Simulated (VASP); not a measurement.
A run of VASP 6.6.1 is set up as follows.

The input INCAR:

```
  ALGO = Normal
  EDIFF = 1E-7
  ENCUT = 520
  GGA = PE
  ISIF = 2
  ISMEAR = 0
  LASPH = True
  LCHARG = False
  LREAL = False
  LWAVE = False
  NBANDS = 26
  NELM = 80
  PREC = Accurate
  SIGMA = 0.05
```

KPOINTS

```
k-points
0
Gamma
  12 12 4
```

The input POSCAR:

```
ZnS
1.0
    3.8454929876      0.0000000000      0.0000000000
   -1.9227464938      3.3302946173      0.0000000000
    0.0000000000      0.0000000000      6.3053333116
Zn S
2 2
Direct
    0.2163132266      0.6666666667     -0.0661483641
    0.6666666667      0.3333333333      0.5052197901
    0.3333333333      0.6666666667      0.3797802099
    0.6666666667      0.3333333333      0.8797802099
```

Potentials or basis: VASP PAW PBE potentials, release 64 (Zn, S).

Run with:

```sh
$ cat potpaw_PBE.64/Zn/POTCAR potpaw_PBE.64/S/POTCAR > POTCAR
$ mpirun -np 1 vasp_std > vasp.out
```

Task: Predict the pressure.

Result: 8.3 GPa.

Task: Predict the largest force.

Result: 7.783 eV/Å.

Stress tensor (GPa, compression positive):
```
14.94 12.43  3.62
12.43  9.12  2.63
 3.62  2.63  0.74
```

Caveat: the cell differs from its parent crystal (atom 1 (Zn) moved by (-0.450, -0.450) A along x and z); the cell stands under pressure; forces of over 1 eV/Å act on the atoms, so gaps and moduli don't describe the material at rest.
